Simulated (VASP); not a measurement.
TiAl, 2 atoms in the cell. The structure is hexagonal, space group P-6m2 (No. 187). The conventional cell has a = 2.753 Å, b = 2.753 Å, c = 4.804 Å, α = 90.00°, β = 90.00°, γ = 120.00°. Ti (site symmetry -6m2) has 6 Ti at 2.75 Å and 6 Al at 2.88 Å within 3.6 Å. Al (site symmetry -6m2) has 6 Al at 2.75 Å and 6 Ti at 2.88 Å within 3.6 Å. 

```yaml
Program: VASP 6.6.1
Task: single point
Functional: PBEsol
Potentials_or_basis: VASP PAW PBE potentials, release 64 (Ti_sv, Al)
Cutoff: 520 eV
k_mesh: 18 × 18 × 10
Occupations: gaussian, width 0.15 eV
Spin: no spin polarisation
Dipole_correction: no
Further_INCAR_settings: ALGO = Fast; EDIFF = 1e-06; NBANDS = 14
```

Potentials or basis: VASP PAW PBE potentials, release 64 (Ti_sv, Al).

Run with:

```sh
$ cat potpaw_PBE.64/Ti_sv/POTCAR potpaw_PBE.64/Al/POTCAR > POTCAR
$ mpirun -np 1 vasp_std > vasp.out
```

Hardware: 1 thread of Intel Xeon 8259CL (shared host).

Q: How long does it take, and how much memory?

A: It took 3.7 min on 1 thread of Intel Xeon 8259CL, with other jobs on the host, peak memory 0.22 GiB. Counts: scf iterations 27, k points 222.
